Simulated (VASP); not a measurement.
# AgI2 in VASP: a series of runs

Runs on AgI2. Level: PBE+D3(BJ). Tasks: single point.

Program: VASP 6.6.1. These are calculated values, not measurements. Logs are shortened: lines on timing, memory, paths and dates and some standing lists are left out, and cuts for length are marked.

## (1) The cell of the first run

The cell holds a sheet with vacuum, 6 atoms: a = 3.359 Å, b = 3.359 Å, c = 25.000 Å, α = 90.00°, β = 90.00°, γ = 120.00°.

## (2) Single point, PBE+D3(BJ)

File INCAR:

```
SYSTEM = AgI2
PREC = Accurate ; ENCUT = 520
EDIFF = 1E-6 ; ISMEAR = 0
SIGMA = 0.1 ; LREAL = .False.
LASPH = .True. ; NELM = 100
ALGO = Normal ; ISIF = 2
LWAVE = .False. ; LCHARG = .False.
LDIPOL = .True. ; IDIPOL = 3
DIPOL = 0.5 0.5 0.500 ; GGA = PE
IVDW = 12 ; NBANDS = 34
```

File KPOINTS:

```
Automatic mesh
0
Gamma
  6 6 1
  0 0 0
```

File POSCAR:

```
AgI2
1.0
    3.3590722200      0.0000000000      0.0000000000
   -1.6795355800      2.9090417800      0.0000000000
    0.0000000000      0.0000000000     25.0000000000
Ag I
2 4
Direct
    0.0000000000      0.0000000000      0.3642068500
    0.0000000000      0.0000000000      0.6341935200
    0.3333333300      0.6666666700      0.2984133300
    0.3333333300      0.6666666700      0.4316000000
    0.6666666700      0.3333333300      0.5684000000
    0.6666666700      0.3333333300      0.7015866700
```

Potentials or basis: VASP PAW PBE potentials, release 64 (Ag, I).

On the command line:

```
cat potpaw_PBE.64/Ag/POTCAR potpaw_PBE.64/I/POTCAR > POTCAR
mpirun -np 1 vasp_std > vasp.out
```

OUTCAR:

```text
SYSTEM = AgI2
   PREC = Accurate
   ENCUT = 520
   EDIFF = 1E-6
   ISMEAR = 0
   LREAL = .False.
   LASPH = .True.
   NELM = 100
   ISIF = 2
   GGA = PE
   IVDW = 12
 IVDW          = 12

 ion  position               nearest neighbor table
   1  0.000  0.000  0.364-   3 2.54   3 2.54   3 2.54   4 2.57   4 2.57   4 2.57
   2  0.000  0.000  0.634-   5 2.54   5 2.54   5 2.54   6 2.57   6 2.57   6 2.57
   3  0.333  0.667  0.298-   1 2.54   1 2.54   1 2.54   4 3.33
   4  0.333  0.667  0.432-   1 2.57   1 2.57   1 2.57   3 3.33
   5  0.667  0.333  0.568-   2 2.54   2 2.54   2 2.54   6 3.33
   6  0.667  0.333  0.702-   2 2.57   2 2.57   2 2.57   5 3.33

  LATTYP: Found a hexagonal cell.
 ALAT       =     3.3590722200
 C/A-ratio  =     7.4425312594

  Lattice vectors:

 A1 = (   3.3590722200,   0.0000000000,   0.0000000000)
 A2 = (  -1.6795355800,   2.9090417800,   0.0000000000)
 A3 = (   0.0000000000,   0.0000000000,  25.0000000000)

Analysis of symmetry for initial positions (statically):
=====================================================================
 Subroutine PRICEL returns:
 Original cell was already a primitive cell.

 Routine SETGRP: Setting up the symmetry group for a
 hexagonal supercell.

 Subroutine GETGRP returns: Found  6 space group operations
 (whereof  6 operations were pure point group operations)
 out of a pool of 24 trial point group operations.

The static configuration has the point symmetry C_3v.

Analysis of symmetry for dynamics (positions and initial velocities):
=====================================================================
 Subroutine PRICEL returns:
 Original cell was already a primitive cell.

 Routine SETGRP: Setting up the symmetry group for a
 hexagonal supercell.

 Subroutine GETGRP returns: Found  6 space group operations
 (whereof  6 operations were pure point group operations)
 out of a pool of 24 trial point group operations.

The dynamic configuration has the point symmetry C_3v.

 Subroutine INISYM returns: Found  6 space group operations
 (whereof  6 operations are pure point group operations),
 and found     1 'primitive' translations

----------------------------------------------------------------------------------------

                                     Primitive cell

  volume of cell :     244.2920

  direct lattice vectors                    reciprocal lattice vectors
     3.359072220  0.000000000  0.000000000     0.297701250  0.171877848  0.000000000
    -1.679535580  2.909041780  0.000000000     0.000000000  0.343755805  0.000000000
     0.000000000  0.000000000 25.000000000     0.000000000  0.000000000  0.040000000

  length of vectors
     3.359072220  3.359071872 25.000000000     0.343755770  0.343755805  0.040000000

  position of ions in fractional coordinates (direct lattice)
     0.000000000  0.000000000  0.364206850
     0.000000000  0.000000000  0.634193520
     0.333333330  0.666666670  0.298413330
     0.333333330  0.666666670  0.431600000
     0.666666670  0.333333330  0.568400000
     0.666666670  0.333333330  0.701586670

  ion indices of the primitive-cell ions
   primitive index   ion index
                 1           1
                 2           2
                 3           3
                 4           4
                 5           5
                 6           6

----------------------------------------------------------------------------------------

 KPOINTS: Automatic mesh

Automatic generation of k-mesh.
 Grid dimensions read from file:
 generate k-points for:    6    6    1

 Generating k-lattice:

  Cartesian coordinates                     Fractional coordinates (reciprocal lattice)
     0.049616875  0.028646308  0.000000000     0.166666667  0.000000000  0.000000000
     0.000000000  0.057292634  0.000000000     0.000000000  0.166666667  0.000000000
     0.000000000  0.000000000  0.040000000     0.000000000  0.000000000  1.000000000

  Length of vectors
     0.057292628  0.057292634  0.040000000

  Shift w.r.t. Gamma in fractional coordinates (k-lattice)
     0.000000000  0.000000000  0.000000000

 Subroutine IBZKPT returns following result:
 ===========================================

 Found      7 irreducible k-points:

 Following reciprocal coordinates:
            Coordinates               Weight
  0.000000  0.000000  0.000000      1.000000
  0.166667  0.000000  0.000000      6.000000
  0.333333  0.000000  0.000000      6.000000
  0.500000 -0.000000  0.000000      3.000000
  0.166667  0.166667  0.000000      6.000000
  0.333333  0.166667  0.000000     12.000000
  0.333333  0.333333  0.000000      2.000000
   k-points           NKPTS =      7   k-points in BZ     NKDIM =      7   number of bands    NBANDS=     34
   number of dos      NEDOS =    301   number of ions     NIONS =      6
   total plane-waves  NPLWV = 150528
   dimension x,y,z NGX =    28 NGY =   28 NGZ =  192
   dimension x,y,z NGXF=    56 NGYF=   56 NGZF=  384
   ions per type =               2   4
   NGX,Y,Z   is equivalent  to a cutoff of  13.86, 13.86, 12.77 a.u.
   NGXF,Y,Z  is equivalent  to a cutoff of  27.72, 27.72, 25.54 a.u.
 SYSTEM =  AgI2
   PREC   = accura    normal or accurate (medium, high low for compatibility)
   ISTART =      0    job   : 0-new  1-cont  2-samecut
   ICHARG =      2    charge: 1-file 2-atom 10-const
   ISPIN  =      1    spin polarized calculation?
   LNONCOLLINEAR =      F non collinear calculations
   LSORBIT =      F    spin-orbit coupling
   LASPH  =      T    aspherical Exc in radial PAW
   ENCUT  =  520.0 eV  38.22 Ry    6.18 a.u.   6.25  6.25 46.48*2*pi/ulx,y,z
   NELM   =    100;   NELMIN=  2; NELMDL= -5     # of ELM steps
   EDIFF  = 0.1E-05   stopping-criterion for ELM
   LREAL  =      F    real-space projection
   EDIFFG = 0.1E-04   stopping-criterion for IOM
   NSW    =      0    number of steps for IOM
   IBRION =     -1    ionic relax: 0-MD 1-quasi-New 2-CG
   NFREE  =      0    steps in history (QN), initial steepest desc. (CG)
   ISIF   =      2    stress and relaxation
   ISYM   =      2    0-nonsym 1-usesym 2-fastsym
   POTIM  = 0.5000    time-step for ionic-motion
   TEBEG  =    0.0;   TEEND  =   0.0 temperature during run
   PSTRESS=    0.0 pullay stress
   NELECT =      50.0000    total number of electrons
   NUPDOWN=      -1.0000    fix difference up-down
   EMIN   =  10.00;   EMAX   =-10.00  energy-range for DOS
   EFERMI =   0.00;   METHOD = LEGACY
   ISMEAR =     0;   SIGMA  =   0.10  broadening in eV -4-tet -1-fermi 0-gaus
   EFERMI_NEDOS =   21; number of points for ismear=-14 and -15
   IALGO  =     38    algorithm
   IMIX   =      4    mixing-type and parameters
     AMIX     =   0.40;   BMIX     =  1.00
     AMIX_MAG =   1.60;   BMIX_MAG =  1.00
  volume/ion in A,a.u.               =      40.72       274.76
  Fermi-wavevector in a.u.,A,eV,Ry     =   0.964780  1.823170 12.664315  0.930801
  Thomas-Fermi vector in A             =   2.094441
   LORBIT       =      0    0 simple, 1 ext, 2 COOP (PROOUT), +10 PAW based schemes
   GGA     = PE    functional components
   LHFCALC =     F    Hartree Fock is set to
   AEXX    =    0.0000 exact exchange contribution
   IVDW    =    12    specifies the selected vdW correction
   LEPSILON=     F    determine dielectric tensor
   LRPA    =     F    only Hartree local field effects (RPA)
 non-spin polarized calculation
 Gauss-broadening in eV      SIGMA  =   0.10
  energy-cutoff  :      520.00
  volume of cell :      244.29
 maximum number of plane-waves:      6608
 NGX is ok and might be reduce to    28
   NGX = 13   NGY = 13   NGZ = 93

 dipolmoment           0.000000      0.000000      0.000193 electrons x Angstroem

 number of electron      49.9999995 magnetization

 dipolmoment           0.000000      0.000000     -0.000787 electrons x Angstroem

 Free energy of the ion-electron system (eV)
  ---------------------------------------------------
  ext. energy  EPLUGINS =         0.00000000
  ---------------------------------------------------
  free energy    TOTEN  =        -3.76877027 eV

  energy without entropy =       -3.75479964  energy(sigma->0) =       -3.76178496

 E-fermi :   3.2393     XC(G=0):  -6.3412

 val. band max:        3.1965581538   @ k =   0.3333   0.3333   0.0000
 cond. band min:       3.3283054008   @ k =   0.3333   0.0000   0.0000
 fundamental gap:      0.1317472470
 Fermi energy:         3.2392570680

 k-point     1 :       0.0000    0.0000    0.0000
  band No.  band energies     occupation
      1     -13.0661      2.00000
      2     -12.9696      2.00000
      3     -11.9662      2.00000
      4     -11.8057      2.00000
      5      -5.0024      2.00000
      6      -4.6604      2.00000
[... 26 lines left out ...]
     33       9.4260      0.00000
     34      10.3479      0.00000

 k-point     2 :       0.1667    0.0000    0.0000
  band No.  band energies     occupation
      1     -12.6741      2.00000
      2     -12.5809      2.00000
      3     -11.6596      2.00000
      4     -11.5109      2.00000
      5      -4.6907      2.00000
      6      -4.3992      2.00000
[... 26 lines left out ...]
     33       9.5101      0.00000
     34       9.9649      0.00000

 k-point     3 :       0.3333    0.0000    0.0000
  band No.  band energies     occupation
      1     -11.6789      2.00000
      2     -11.6037      2.00000
      3     -10.9019      2.00000
      4     -10.7941      2.00000
      5      -4.6541      2.00000
      6      -4.5634      2.00000
[... 26 lines left out ...]
     33       8.8177      0.00000
     34       8.9462      0.00000

 k-point     4 :       0.5000   -0.0000    0.0000
  band No.  band energies     occupation
      1     -10.9693      2.00000
      2     -10.9350      2.00000
      3     -10.3926      2.00000
      4     -10.3399      2.00000
      5      -5.1755      2.00000
      6      -5.1620      2.00000
[... 26 lines left out ...]
     33       8.6679      0.00000
     34       9.2859      0.00000

 k-point     5 :       0.1667    0.1667    0.0000
  band No.  band energies     occupation
      1     -11.9711      2.00000
      2     -11.8881      2.00000
      3     -11.1184      2.00000
      4     -10.9958      2.00000
      5      -4.4851      2.00000
      6      -4.3421      2.00000
[... 26 lines left out ...]
     33       9.7421      0.00000
     34      10.0363      0.00000

 k-point     6 :       0.3333    0.1667    0.0000
  band No.  band energies     occupation
      1     -11.0213      2.00000
      2     -10.9746      2.00000
      3     -10.4134      2.00000
      4     -10.3497      2.00000
      5      -4.7742      2.00000
      6      -4.7294      2.00000
[... 26 lines left out ...]
     33       9.7244      0.00000
     34      10.1796      0.00000

 k-point     7 :       0.3333    0.3333    0.0000
  band No.  band energies     occupation
      1     -10.6408      2.00000
      2     -10.6386      2.00000
      3     -10.1176      2.00000
      4     -10.1161      2.00000
      5      -4.7635      2.00000
      6      -4.7612      2.00000
[... 26 lines left out ...]
     33      10.3882      0.00000
     34      10.7138      0.00000

------------------------ aborting loop because EDIFF is reached ----------------------------------------

 vacuum level on the upper side and lower side of the slab       (xc-potential included)        -0.326        -0.430

 Edisp (eV)   -2.88866

 E8    (eV) :    -1.3142

  FORCE on cell =-STRESS in cart. coord.  units (eV):
  Direction    XX          YY          ZZ          XY          YZ          ZX
  --------------------------------------------------------------------------------------
  -------------------------------------------------------------------------------------
  Total      36.10661    36.10660    39.85279     0.00001    -0.00000     0.00000
  in kB     236.80340   236.80339   261.37255     0.00004    -0.00000     0.00000
  external pressure =      244.99 kB  Pullay stress =        0.00 kB

 VOLUME and BASIS-vectors are now :
 -----------------------------------------------------------------------------
  energy-cutoff  :      520.00
  volume of cell :      244.29
      direct lattice vectors                 reciprocal lattice vectors
     3.359072220  0.000000000  0.000000000     0.297701250  0.171877848  0.000000000
    -1.679535580  2.909041780  0.000000000     0.000000000  0.343755805  0.000000000
     0.000000000  0.000000000 25.000000000     0.000000000  0.000000000  0.040000000

 POSITION                                       TOTAL-FORCE (eV/Angst)
 -----------------------------------------------------------------------------------
      0.00000      0.00000      9.10517        -0.000000      0.000000      0.342666
      0.00000      0.00000     15.85484         0.000000     -0.000000      0.399018
      0.00000      1.93936      7.46033        -0.000000      0.000000     -6.121979
      0.00000      1.93936     10.79000        -0.000000      0.000000      5.705764
      1.67954      0.96968     14.21000        -0.000000      0.000000     -6.073406
      1.67954      0.96968     17.53967         0.000000     -0.000000      5.747937
 -----------------------------------------------------------------------------------
    total drift:                               -0.000000     -0.000000     -0.001186

  FREE ENERGIE OF THE ION-ELECTRON SYSTEM (eV)
  ---------------------------------------------------
  free  energy   TOTEN  =        -6.6574298216 eV

  energy  without entropy=       -6.6434591867  energy(sigma->0) =       -6.65044450

 vacuum level on the upper side and lower side of the slab         7.504         7.435
```

Wall time 3.2 min (1 thread of Oxide Virtual Turin-like, shared host); peak memory 0.35 GiB.

Results:

```
Free energy                : -6.6574 eV
Largest force              : 6.122 eV/Å
Band gap on the k mesh     : zero (band 25 reaches 3.96 eV, above the bottom of band 26 at 3.01 eV)
Dispersion energy per atom : -0.481 eV
```

Forces in eV/Å, atoms in the order of the input:
```
Ag   0.000  0.000  0.343
Ag   0.000  0.000  0.399
I    0.000  0.000 -6.122
I    0.000  0.000  5.706
I    0.000  0.000 -6.073
I    0.000  0.000  5.748
```

Caveat: spin-orbit coupling is left out, which moves the levels of the heavy elements.

## (3) Single point, PBE+D3(BJ)

This run uses another cell than the first one, of 95.90 Å³/atom, 2.355 times its volume.

File INCAR:

```
SYSTEM = AgI2
PREC = Accurate
ENCUT = 520
EDIFF = 1E-6
ISMEAR = 0
SIGMA = 0.1
LREAL = .FALSE.
LASPH = .TRUE.
NELM = 100
ALGO = Normal
ISIF = 2
LWAVE = .FALSE.
LCHARG = .FALSE.
LDIPOL = .TRUE.
IDIPOL = 3
DIPOL = 0.5 0.5 0.284
GGA = PE
IVDW = 12
NBANDS = 34
```

File KPOINTS:

```
regular mesh
0
G
  6 6 1
  0 0 0
```

File POSCAR:

```
AgI2
1.0
    3.8876580355     -0.0000003541      0.0000000000
   -1.9438287111      3.3668107971      0.0000000000
    0.0000000000      0.0000000000     43.9586670000
Ag I
2 4
Direct
    1.0000000000      0.0000000000      0.2006311541
    0.0000000000      1.0000000000      0.3677749217
    0.3333333333      0.6666666667      0.1553600501
    0.3333333333      0.6666666667      0.2455034919
    0.6666666667      0.3333333333      0.3229126990
    0.6666666667      0.3333333333      0.4130561348
```

Potentials or basis: VASP PAW PBE potentials, release 64 (Ag, I).

On the command line:

```
cat potpaw_PBE.64/Ag/POTCAR potpaw_PBE.64/I/POTCAR > POTCAR
mpirun -np 1 vasp_std > vasp.out
```

Wall time 5.3 min (1 thread of Oxide Virtual Turin-like, shared host); peak memory 0.66 GiB.

It converged, with:

| Quantity | Value |
| --- | --- |
| Free energy | -13.3084 eV |
| Largest force | 0.091 eV/Å |
| Band gap on the k mesh | zero (band 25 reaches -2.18 eV, above the bottom of band 26 at -2.65 eV) |
| Dispersion energy per atom | -0.330 eV |

Forces in eV/Å, atoms in the order of the input:
```
Ag   0.000  0.000 -0.006
Ag   0.000  0.000  0.009
I    0.000  0.000  0.086
I    0.000  0.000 -0.091
I    0.000  0.000  0.090
I    0.000  0.000 -0.088
```

Levels at points of the mesh, in eV from the Fermi level:
```csv
k point,band 23,band 24,band 25,band 26,band 27,band 28
"(0.00, 0.00, 0.00)",0.31,0.31,0.38,0.38,3.06,3.70
"(0.50, 0.00, 0.00)",-0.26,-0.19,-0.10,0.06,2.80,2.89
```

Caveat: spin-orbit coupling is left out, which moves the levels of the heavy elements.

(Continued in part 2 of 3.)
